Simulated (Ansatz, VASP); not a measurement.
Two plane-wave programs on Ta

INCAR

```
SYSTEM = Ta
ALGO     = Normal         ! electronic algorithm
EDIFF    = 1E-6           ! SCF threshold, eV
EDIFFG   = -0.005         ! ionic threshold
ENCUT    = 600            ! plane-wave cutoff, eV
GGA      = PE             ! functional
IBRION   = 2              ! ionic algorithm
ISIF     = 3              ! what is computed and relaxed
ISMEAR   = -1             ! smearing method
LASPH    = .TRUE.         ! aspherical terms in the spheres
LCHARG   = .FALSE.        ! write CHGCAR
LREAL    = .FALSE.        ! projectors in reciprocal space
LWAVE    = .FALSE.        ! write WAVECAR
NELM     = 100            ! most SCF steps
NSW      = 100            ! ionic steps
PREC     = Accurate       ! precision mode
SIGMA    = 0.05           ! smearing width, eV
```

The input KPOINTS:

```
k-points
0
G
  14 14 14
  0 0 0
```

Contents of POSCAR:

```
Ta
1.0
   -1.6512800000      1.6512800000      1.6512800000
    1.6512800000     -1.6512800000      1.6512800000
    1.6512800000      1.6512800000     -1.6512800000
Ta
1
Direct
    0.0000000000      0.0000000000      0.0000000000
```

Input for Ansatz:

```yaml
crystal:
  lattice:
    - [-1.65128, 1.65128, 1.65128]
    - [1.65128, -1.65128, 1.65128]
    - [1.65128, 1.65128, -1.65128]
  atoms:
    - { symbol: Ta, position: [0.0, 0.0, 0.0] }
kpoints:
  mp_grid: { grid: [14, 14, 14] }
scf:
  occupations: { method: fermi_dirac, width: 0.05 }
hamiltonian:
  xc: pbe
  pseudopotentials: { kind: paw }
output:
  forces: true
  stress: true
  efg: { contact_densities: true }
relax:
  f_tol: 0.005
  max_steps: 80
  cell: {}
```

Alike in both runs: task relaxation of cell and atoms; functional PBE; k mesh 14 × 14 × 14; occupations fermi-dirac, width 0.05 eV; no spin polarisation.

```csv
,VASP,Ansatz
version,VASP 6.6.1,Ansatz 0.2.0
potentials or method,"VASP PAW PBE potentials, release 64 (Ta_pv)","PAW with Ansatz's default frozen-core files, scalar-relativistic"
plane-wave cutoff (eV),600,420
valence electrons in the cell,11,13
```

VASP gave:

```
relaxed volume (Å³/atom)                                     : 18.29
relaxed cell length with the largest relative difference (Å) : 2.875
```

**Question.** Which values does Ansatz return?

**Answer.** Relaxed volume (Å³/atom): 18.28; relaxed cell length with the largest relative difference (Å): 2.874.

VASP's potentials hold 11 valence electrons a cell and Ansatz's 13, so a difference there can come from the potentials and not from the codes.

Neither program's run includes spin-orbit coupling.
